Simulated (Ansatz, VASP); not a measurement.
## Two plane-wave programs on SnSe2

```
CELL_PARAMETERS angstrom
3.81100 0.00000 0.00000
-1.90550 3.30042 0.00000
0.00000 0.00000 6.13700
ATOMIC_POSITIONS crystal
Sn 0.00000 0.00000 0.00000
Se 0.32576 0.65152 0.25000
Se 0.65909 0.31818 0.75000
```

Change from the starting cell: all Se atoms moved -0.050 Å, as atom 2 along Cartesian [0 1 0].

Alike in both runs: task single point; functional PBEsol; k mesh 9 × 9 × 6; occupations gaussian, width 0.05 eV; no spin polarisation.

```csv
,VASP,Ansatz
version,VASP 6.6.1,Ansatz 0.2.0
potentials or method,"VASP PAW PBE potentials, release 64 (Sn_d, Se), cutoff 520 eV","scalar-relativistic, plane waves, PAW"
valence electrons in the cell,26,46
```

|  | VASP | Ansatz | Ansatz less VASP |
| --- | --- | --- | --- |
| gap on the k mesh at the Fermi level (eV) | 0.62 | 0.62 | +0.006 |
| least direct gap on the mesh (eV) | 0.99 | 1.00 | +0.009 |
| pressure (GPa) | 2.4 | 2.3 | -0.13 |
| traceless stress, the component that is largest in VASP (GPa) | 1.14 | 1.14 | -0.003 |
| rms of the force components (eV/Å) | 0.299 | 0.289 | -0.0095 |

VASP's potentials were made for PBE, not for PBEsol. Atom by atom the forces differ by 0.010 eV/Å (rms over components). VASP's potentials hold 26 valence electrons a cell and Ansatz's 46, so a difference there can come from the potentials and not from the codes.
